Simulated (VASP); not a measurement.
# Sn in VASP: a series of runs

Sn is run at these levels: r2SCAN; tasks: single point, relaxation of cell and atoms.

All numbers are computed with VASP 6.6.1; they aren't measurements. Logs are shortened: lines on timing, memory, paths and dates and some standing lists are left out, and cuts for length are marked.

## Step 1: The cell of the first run

Symmetry: R-3m, No. 166, trigonal system. Conventional cell: a = 4.282 Å, b = 4.282 Å, c = 5.408 Å, α = 90.00°, β = 90.00°, γ = 120.00°. Sn (site symmetry -3m) has 6 Sn at 3.06 Å within 4.0 Å.

## Step 2: Single point, r2SCAN

The input, POSCAR:

```
Sn
1.0
    2.1409346807      1.2360692142      3.6056170394
   -2.1409346807      1.2360692142      3.6056170394
    0.0000000000     -2.4721384285      3.6056170394
Sn
2
Direct
    0.2499929233      0.2499929233      0.2499929233
    0.7500070767      0.7500070767      0.7500070767
```

The input, INCAR.step1:

```
PREC = Accurate
ENCUT = 520
ISMEAR = 0
SIGMA = 0.1
LREAL = F
LASPH = T
NELM = 80
NBANDS = 21
GGA = PE
ALGO = Normal
EDIFF = 1E-4
LWAVE = T
LCHARG = F
```

The input, INCAR.step2:

```
PREC = Accurate
ENCUT = 520
EDIFF = 1E-6
ISMEAR = 0
SIGMA = 0.1
LREAL = F
LASPH = T
NELM = 80
ALGO = Normal
ISIF = 2
LWAVE = F
LCHARG = T
METAGGA = R2SCAN
LMIXTAU = T
LELF = T
LVHAR = T
NBANDS = 21
ISTART = 1
```

The input, KPOINTS:

```
Automatic mesh
0
Gamma
  6 6 6
```

Potentials or basis: VASP PAW PBE potentials, release 64 (Sn_d).

On the command line:

```console
cat potpaw_PBE.64/Sn_d/POTCAR > POTCAR
cp INCAR.step1 INCAR
mpirun -np 1 vasp_std > vasp.out
cp INCAR.step2 INCAR
mpirun -np 1 vasp_std > vasp.out
```

OUTCAR:

```text
PREC = Accurate
   ENCUT = 520
   EDIFF = 1E-6
   ISMEAR = 0
   LREAL = F
   LASPH = T
   NELM = 80
   ISIF = 2
   METAGGA = R2SCAN
   ISTART = 1

 ion  position               nearest neighbor table
   1  0.250  0.250  0.250-   2 3.06   2 3.06   2 3.06   2 3.06   2 3.06   2 3.06
   2  0.750  0.750  0.750-   1 3.06   1 3.06   1 3.06   1 3.06   1 3.06   1 3.06

  LATTYP: Found a trigonal (rhomboedric) cell.
 ALAT       =     4.3717207875
 COS(alpha) =     0.5203416636

  Lattice vectors:

 A1 = (   2.1409346807,   1.2360692142,   3.6056170394)
 A2 = (  -2.1409346807,   1.2360692142,   3.6056170394)
 A3 = (   0.0000000000,  -2.4721384285,   3.6056170394)

Analysis of symmetry for initial positions (statically):
=====================================================================
 Subroutine PRICEL returns:
 Original cell was already a primitive cell.

 Routine SETGRP: Setting up the symmetry group for a
 trigonal (rhombohedral) supercell.

 Subroutine GETGRP returns: Found 12 space group operations
 (whereof 12 operations were pure point group operations)
 out of a pool of 12 trial point group operations.

The static configuration has the point symmetry D_3d.

Analysis of symmetry for dynamics (positions and initial velocities):
=====================================================================
 Subroutine PRICEL returns:
 Original cell was already a primitive cell.

 Routine SETGRP: Setting up the symmetry group for a
 trigonal (rhombohedral) supercell.

 Subroutine GETGRP returns: Found 12 space group operations
 (whereof 12 operations were pure point group operations)
 out of a pool of 12 trial point group operations.

The dynamic configuration has the point symmetry D_3d.

 Subroutine INISYM returns: Found 12 space group operations
 (whereof 12 operations are pure point group operations),
 and found     1 'primitive' translations

----------------------------------------------------------------------------------------

                                     Primitive cell

  volume of cell :      57.2502

  direct lattice vectors                    reciprocal lattice vectors
     2.140934681  1.236069214  3.605617039     0.233542856  0.134836031  0.092448346
    -2.140934681  1.236069214  3.605617039    -0.233542856  0.134836031  0.092448346
[... 79 lines left out ...]
   ISPIN  =      1    spin polarized calculation?
   LNONCOLLINEAR =      F non collinear calculations
   LSORBIT =      F    spin-orbit coupling
   LASPH  =      T    aspherical Exc in radial PAW
   ENCUT  =  520.0 eV  38.22 Ry    6.18 a.u.   8.13  8.13  8.13*2*pi/ulx,y,z
   NELM   =     80;   NELMIN=  2; NELMDL=  0     # of ELM steps
   EDIFF  = 0.1E-05   stopping-criterion for ELM
   LREAL  =      F    real-space projection
   EDIFFG = 0.1E-04   stopping-criterion for IOM
   NSW    =      0    number of steps for IOM
   IBRION =     -1    ionic relax: 0-MD 1-quasi-New 2-CG
   NFREE  =      0    steps in history (QN), initial steepest desc. (CG)
   ISIF   =      2    stress and relaxation
   ISYM   =      2    0-nonsym 1-usesym 2-fastsym
   POTIM  = 0.5000    time-step for ionic-motion
   TEBEG  =    0.0;   TEEND  =   0.0 temperature during run
   PSTRESS=    0.0 pullay stress
   NELECT =      28.0000    total number of electrons
   NUPDOWN=      -1.0000    fix difference up-down
   EMIN   =  10.00;   EMAX   =-10.00  energy-range for DOS
   EFERMI =   0.00;   METHOD = LEGACY
   ISMEAR =     0;   SIGMA  =   0.10  broadening in eV -4-tet -1-fermi 0-gaus
   EFERMI_NEDOS =   21; number of points for ismear=-14 and -15
   IALGO  =     38    algorithm
   IMIX   =      4    mixing-type and parameters
     AMIX     =   0.40;   BMIX     =  1.00
     AMIX_MAG =   1.60;   BMIX_MAG =  1.00
  volume/ion in A,a.u.               =      28.63       193.17
  Fermi-wavevector in a.u.,A,eV,Ry     =   1.289838  2.437440 22.635768  1.663682
  Thomas-Fermi vector in A             =   2.421706
   LORBIT       =      0    0 simple, 1 ext, 2 COOP (PROOUT), +10 PAW based schemes
   METAGGA = R2SCAN    functional components
   LHFCALC =     F    Hartree Fock is set to
   AEXX    =    0.0000 exact exchange contribution
   IVDW    =     0    specifies the selected vdW correction
   LEPSILON=     F    determine dielectric tensor
   LRPA    =     F    only Hartree local field effects (RPA)
 non-spin polarized calculation
 Gauss-broadening in eV      SIGMA  =   0.10
  energy-cutoff  :      520.00
  volume of cell :       57.25
 maximum number of plane-waves:      1564
 NGX is ok and might be reduce to    36

 number of electron      27.9999999 magnetization

 Free energy of the ion-electron system (eV)
  ---------------------------------------------------
  ext. energy  EPLUGINS =         0.00000000
  ---------------------------------------------------
  free energy    TOTEN  =       -49.18896260 eV

  energy without entropy =      -49.18584345  energy(sigma->0) =      -49.18740302

 E-fermi :   7.2175     XC(G=0): -10.8121

 val. band max:        7.0889389397   @ k =   0.1667   0.0000  -0.0000
 cond. band min:       7.2768433045   @ k =   0.5000   0.1667  -0.0000
 fundamental gap:      0.1879043649
 Fermi energy:         7.2175143282

 k-point     1 :       0.0000    0.0000    0.0000
  band No.  band energies     occupation
      1     -15.1251      2.00000
      2     -15.1251      2.00000
      3     -14.9374      2.00000
      4     -14.9374      2.00000
      5     -14.9368      2.00000
      6     -14.6974      2.00000
[... 565 lines left out ...]
     20      17.5262      0.00000
     21      20.2683      0.00000

 [... further k-points ...]

------------------------ aborting loop because EDIFF is reached ----------------------------------------

  FORCE on cell =-STRESS in cart. coord.  units (eV):
  Direction    XX          YY          ZZ          XY          YZ          ZX
  --------------------------------------------------------------------------------------
  -------------------------------------------------------------------------------------
  Total       -0.0141051     -0.0141051     -0.0364445      0.0000000      0.0000000      0.0000000
  in kB       -0.3947377     -0.3947377     -1.0199185      0.0000000      0.0000000      0.0000000
  external PRESSURE =      -0.6031313 kB  Pullay stress =       0.0000000 kB

 VOLUME and BASIS-vectors are now :
 -----------------------------------------------------------------------------
  energy-cutoff  :      520.00
  volume of cell :       57.25
      direct lattice vectors                 reciprocal lattice vectors
     2.140934681  1.236069214  3.605617039     0.233542856  0.134836031  0.092448346
    -2.140934681  1.236069214  3.605617039    -0.233542856  0.134836031  0.092448346
     0.000000000 -2.472138429  3.605617039     0.000000000 -0.269672062  0.092448346

 POSITION                                       TOTAL-FORCE (eV/Angst)
 -----------------------------------------------------------------------------------
      0.00000     -0.00000      2.70414         0.000000     -0.000000      0.000574
      0.00000     -0.00000      8.11271         0.000000      0.000000     -0.000574
 -----------------------------------------------------------------------------------
    total drift:                               -0.000000      0.000000     -0.000000

  FREE ENERGIE OF THE ION-ELECTRON SYSTEM (eV)
  ---------------------------------------------------
  free  energy   TOTEN  =       -49.1889626009 eV

  energy  without entropy=      -49.1858434480  energy(sigma->0) =      -49.18740302
```

OUTCAR.step1:

```text
PREC = Accurate
   ENCUT = 520
   ISMEAR = 0
   LREAL = F
   LASPH = T
[... 798 lines left out ...]
 -----------------------------------------------------------------------------------
      0.00000     -0.00000      2.70414         0.000000     -0.000000      0.000605
      0.00000     -0.00000      8.11271         0.000000      0.000000     -0.000605
 -----------------------------------------------------------------------------------
    total drift:                               -0.000000      0.000000     -0.000000

  FREE ENERGIE OF THE ION-ELECTRON SYSTEM (eV)
  ---------------------------------------------------
  free  energy   TOTEN  =        -7.5251971925 eV

  energy  without entropy=       -7.5197883261  energy(sigma->0) =       -7.52249276
```

OSZICAR.step1:

```text
N       E                     dE             d eps       ncg     rms          rms(c)
DAV:   1     0.221249624319E+03    0.22125E+03   -0.14784E+04  1380   0.209E+03
DAV:   2     0.157484505344E+02   -0.20550E+03   -0.20164E+03  1344   0.448E+02
DAV:   3    -0.681443161788E+01   -0.22563E+02   -0.22321E+02  1589   0.134E+02
DAV:   4    -0.751438445586E+01   -0.69995E+00   -0.69949E+00  1474   0.261E+01
DAV:   5    -0.753840145766E+01   -0.24017E-01   -0.24016E-01  1840   0.478E+00    0.229E+00
DAV:   6    -0.752662744324E+01    0.11774E-01   -0.30787E-02  1800   0.235E+00    0.129E+00
DAV:   7    -0.752508574783E+01    0.15417E-02   -0.17063E-02  1787   0.181E+00    0.173E-01
DAV:   8    -0.752519354522E+01   -0.10780E-03   -0.17470E-03  1782   0.543E-01    0.435E-02
DAV:   9    -0.752519719250E+01   -0.36473E-05   -0.44047E-05   882   0.624E-02
   1 F= -.75251972E+01 E0= -.75224928E+01  d E =-.540887E-02
```

Run time: 2.4 min. Hardware: 1 thread of Intel Xeon Platinum 8488C (Sapphire Rapids), shared host; peak memory 0.22 GiB.

What came out:

| Property | Result |
| --- | --- |
| Free energy | -49.1890 eV |
| Pressure | -0.1 GPa |
| Band gap on the k mesh | zero (bands 14 and 15 overlap by 3.65 eV) |

Levels at points of the mesh, in eV from the Fermi level:
| k point | band 10 | band 11 | band 12 | band 13 | band 14 | band 15 | band 16 | band 17 | band 18 | band 19 |
| --- | --- | --- | --- | --- | --- | --- | --- | --- | --- | --- |
| (0.00, 0.00, 0.00) | -21.77 | -11.35 | -0.46 | -0.25 | 0.19 | 0.19 | 5.60 | 5.60 | 5.73 | 5.93 |
| (0.50, 0.00, 0.00) | -22.02 | -8.17 | -8.17 | 1.01 | 1.01 | 1.18 | 1.18 | 2.56 | 2.56 | 10.74 |
| (0.50, 0.50, 0.00) | -21.78 | -8.11 | -4.90 | -4.60 | -2.54 | -2.26 | 3.15 | 8.33 | 8.41 | 11.37 |
| (0.50, 0.50, 0.50) | -22.03 | -8.31 | -8.31 | 1.32 | 1.32 | 1.33 | 1.33 | 2.89 | 2.89 | 11.03 |

Caveat: the PAW data sets were made with another functional, which shifts forces and pressure a little; spin-orbit coupling is left out, which moves the levels of the heavy elements.

## Step 3: Single point, r2SCAN

This run uses another cell than the first one: it holds 1 atom, not 2.

The input, POSCAR:

```
Sn
1.0
    3.0536846067      0.0000000000      0.0000000000
    0.0000000000      3.0536846067      0.0000000000
    0.0000000000      0.0000000000      3.0536846067
Sn
1
Direct
    0.0000000000      0.0000000000      0.0000000000
```

The input, INCAR.step1:

```
ALGO = Normal
EDIFF = 1E-4
ENCUT = 520
GGA = PE
ISMEAR = 0
LASPH = T
LCHARG = F
LREAL = F
LWAVE = T
NBANDS = 13
NELM = 100
PREC = Accurate
SIGMA = 0.1
```

The input, INCAR.step2:

```
ALGO = Normal
EDIFF = 1E-6
ENCUT = 520
ISIF = 2
ISMEAR = 0
ISTART = 1
LASPH = T
LCHARG = T
LELF = T
LMIXTAU = T
LREAL = F
LVHAR = T
LWAVE = F
METAGGA = R2SCAN
NBANDS = 13
NELM = 100
PREC = Accurate
SIGMA = 0.1
```

The input, KPOINTS:

```
k-points
0
Gamma
  18 18 18
```

Potentials or basis: VASP PAW PBE potentials, release 64 (Sn_d).

On the command line:

```console
cat potpaw_PBE.64/Sn_d/POTCAR > POTCAR
cp INCAR.step1 INCAR
mpirun -np 1 vasp_std > vasp.out
cp INCAR.step2 INCAR
mpirun -np 1 vasp_std > vasp.out
```

It took 54 s on 1 thread of Intel Xeon 6975P-C (Granite Rapids), shared host; peak memory 0.2 GiB.

Results (log left out):

```
Free energy            : -24.6094 eV
Pressure               : 0.0 GPa
Band gap on the k mesh : zero (bands 7 and 8 overlap by 8.07 eV)
```

Levels at points of the mesh, in eV from the Fermi level:
| k point | band 3 | band 4 | band 5 | band 6 | band 7 | band 8 | band 9 | band 10 | band 11 | band 12 |
| --- | --- | --- | --- | --- | --- | --- | --- | --- | --- | --- |
| (0.00, 0.00, 0.00) | -21.85 | -21.85 | -21.85 | -11.33 | 5.72 | 5.72 | 5.72 | 9.09 | 9.09 | 11.13 |
| (0.50, 0.00, 0.00) | -21.96 | -21.95 | -21.84 | -8.06 | -4.86 | 8.50 | 8.50 | 12.01 | 12.53 | 12.82 |
| (0.50, 0.50, 0.00) | -21.95 | -21.95 | -21.72 | -4.52 | -2.35 | -2.35 | 3.20 | 11.58 | 15.14 | 15.14 |
| (0.50, 0.50, 0.50) | -22.10 | -21.71 | -21.71 | -0.33 | 0.11 | 0.11 | 0.11 | 6.26 | 6.26 | 6.26 |

Caveat: the PAW data sets were made with another functional, which shifts forces and pressure a little; spin-orbit coupling is left out, which moves the levels of the heavy elements.

(Part 1 of 2 ends here.)
